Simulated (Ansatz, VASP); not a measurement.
Two plane-wave programs on MnO2

INCAR

```
SYSTEM = MnO2
PREC = Accurate ; ENCUT = 520
EDIFF = 1E-7 ; ISMEAR = -1
SIGMA = 0.05 ; LREAL = .False.
LASPH = .True. ; NELM = 150
ALGO = Normal ; ISIF = 2
LWAVE = .False. ; LCHARG = .True.
ISPIN = 2 ; MAGMOM = -2.09 4.04 0 0 0 0
LORBIT = 11 ; LMAXMIX = 4
GGA = PS ; LELF = .True.
LVHAR = .True. ; NBANDS = 38
```

KPOINTS

```
regular mesh
0
Gamma
  6 6 9
  0 0 0
```

File POSCAR:

```
MnO2
1.0
    4.4004184607      0.0000000000      0.0000000000
    0.0000000000      4.4004184607      0.0000000000
    0.0000000000      0.0000000000      2.8670779400
Mn O
2 4
Direct
    0.5000000000      0.5000000000      0.5000000000
    0.0000000000      0.0000000000      0.0000000000
    0.8049161500      0.1950838500      0.5000000000
    0.6950838500      0.6950838500      0.0000000000
    0.1950838500      0.8049161500      0.5000000000
    0.3049161500      0.3049161500      0.0000000000
```

Contents of input.yaml:

```yaml
crystal:
  lattice:
    - [4.4004184607, 0.0, 0.0]
    - [0.0, 4.4004184607, 0.0]
    - [0.0, 0.0, 2.86707794]
  atoms:
    - { symbol: Mn, position: [0.5, 0.5, 0.5], spin: -2.09 }
    - { symbol: Mn, position: [0.0, 0.0, 0.0], spin: 4.04 }
    - { symbol: O, position: [0.80491615, 0.19508385, 0.5] }
    - { symbol: O, position: [0.69508385, 0.69508385, 0.0] }
    - { symbol: O, position: [0.19508385, 0.80491615, 0.5] }
    - { symbol: O, position: [0.30491615, 0.30491615, 0.0] }
hamiltonian:
  xc: pbesol
  pseudopotentials: { kind: paw }
magnetization:
  spin_polarized: true
kpoints:
  mp_grid: { grid: [6, 6, 9] }
scf:
  occupations: { method: fermi_dirac, width: 0.05 }
output:
  forces: true
  stress: true
  eigenvalues: true
  write_density: true
  write_potential: true
  elf: true
  volumetric_format: npy
```

Alike in both runs: task single point; functional PBEsol; k mesh 6 × 6 × 9; occupations fermi-dirac, width 0.05 eV; collinear spin.

```csv
,VASP,Ansatz
version,VASP 6.6.1,Ansatz 0.2.0
potentials or method,"VASP PAW PBE potentials, release 64 (Mn_pv, O)",Ansatz PAW
plane-wave cutoff (eV),520,420
valence electrons in the cell,50,54
```

VASP gave:

- gap on the k mesh at the Fermi level (eV): none
- pressure (GPa): -5.5
- traceless stress, the component that is largest in VASP (GPa): -1.29
- rms of the force components (eV/Å): 0.042
- net moment per atom (μB): 0.00
- size of the moment on the site where the two differ most (μB): 2.47

Problem. Which values does Ansatz return?

Solution. gap on the k mesh at the Fermi level (eV): none; pressure (GPa): -6.3; traceless stress, the component that is largest in VASP (GPa): -1.48; rms of the force components (eV/Å): 0.028; net moment per atom (μB): 0.00; size of the moment on the site where the two differ most (μB): 2.19.

VASP's potentials were made for PBE, not for PBEsol. Site moments also hang on the region over which each program counts them. Atom by atom the forces differ by 0.014 eV/Å (rms over components). A gap of «none» marks a metal or a gap that the smearing closes. VASP's potentials hold 50 valence electrons a cell and Ansatz's 54, so a difference there can come from the potentials and not from the codes.
